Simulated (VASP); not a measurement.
Write the native input for VASP 6.6.1 that does the following.

| Item | Value |
| --- | --- |
| Task | single point |
| Functional | PBEsol |
| Potentials or basis | VASP PAW PBE potentials, release 64 (S) |
| Cutoff | 520 eV |
| k mesh | 22 × 22 × 22 |
| Occupations | gaussian, width 0.15 eV |
| Spin | no spin polarisation |
| Dipole correction | no |
| Further INCAR settings | ALGO = Normal; EDIFF = 1e-06; NBANDS = 9 |

The structure of S lies in POSCAR:

```
S
1.0
    0.0000000000      2.2386952673      1.5827575540
    2.2386952673      0.0000000000      1.5827575540
    2.2386952673      2.2386952673      0.0000000000
S
1
Direct
    0.0000000000      0.0000000000      0.0000000000
```

This cell differs from its parent crystal: ratio of the length along z to the lengths across it x 0.707, volume and fractional coordinates fixed.

The input as run:

INCAR

```
SYSTEM = S
ALGO = Normal ; EDIFF = 1E-6
ENCUT = 520 ; GGA = PS
ISIF = 2 ; ISMEAR = 0
LASPH = .True. ; LCHARG = .True.
LELF = .True. ; LREAL = .False.
LVHAR = .True. ; LWAVE = .False.
NBANDS = 9 ; NELM = 80
PREC = Accurate ; SIGMA = 0.15
```

KPOINTS

```
k-points
0
Gamma
  22 22 22
  0 0 0
```

Potentials or basis: VASP PAW PBE potentials, release 64 (S).

Launch:

```sh
$ cat potpaw_PBE.64/S/POTCAR > POTCAR
$ mpirun -np 1 vasp_std > vasp.out
```

Results of the run:

```json
{
  "Pressure": "-5.7 GPa",
  "Band gap on the k mesh": "zero (band 3 reaches 10.61 eV, above the bottom of band 4 at 3.85 eV)"
}
```

Caveat: the PAW data sets were made with another functional, which shifts forces and pressure a little.

Run time: 38 s on 1 thread of Intel(R) Xeon(R) Platinum 8559C (Emerald Rapids), on a shared host, peak memory 0.2 GiB.
